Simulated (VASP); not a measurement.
**Lu: single point with PBE**

Lu:

```
Lu
1.0
     2.93297    0.00000    0.00000
    -1.46648    2.54003    0.00000
     0.00000    0.00000    9.45508
Lu
4
Cartesian
  0.0000 0.0000 0.0000
  0.0000 0.0000 4.7275
  0.0000 1.6934 2.3638
  1.4665 0.8467 7.0913
```

* Program: VASP 6.6.1
* Task: single point
* Functional: PBE
* Potentials or basis: VASP PAW PBE potentials, release 64 (Lu)
* Cutoff: 520 eV
* k mesh: 12 × 12 × 4
* Occupations: fermi-dirac, width 0.08 eV
* Spin: no spin polarisation
* Dipole correction: no
* Further INCAR settings: ALGO = Normal; EDIFF = 1e-06; NBANDS = 58

The pressure is 51.8 GPa and the band gap on the k mesh is zero (bands 50 and 51 overlap by 2.64 eV).

Levels at points of the mesh, in eV from the Fermi level:
| k point | band 46 | band 47 | band 48 | band 49 | band 50 | band 51 | band 52 | band 53 | band 54 | band 55 |
| --- | --- | --- | --- | --- | --- | --- | --- | --- | --- | --- |
| (0.00, 0.00, 0.00) | -4.32 | -4.32 | -3.54 | 1.28 | 1.34 | 2.19 | 2.19 | 2.34 | 2.34 | 2.77 |
| (0.50, 0.00, 0.00) | -3.62 | -2.84 | -2.06 | -1.13 | -0.82 | -0.49 | 0.98 | 1.61 | 2.09 | 3.29 |
| (0.00, 0.00, 0.50) | -4.32 | -3.57 | -3.57 | 2.06 | 2.06 | 2.12 | 2.12 | 2.44 | 2.44 | 2.44 |
| (0.50, 0.00, 0.50) | -3.10 | -2.89 | -2.89 | -1.79 | -1.79 | 1.17 | 1.17 | 2.58 | 2.58 | 2.82 |

It took 9.6 min on 1 thread of Oxide Virtual Turin-like Processor, with other jobs on the host, peak memory 0.28 GiB.

Caveat: the cell stands under pressure; spin-orbit coupling is left out, which moves the levels of the heavy elements.
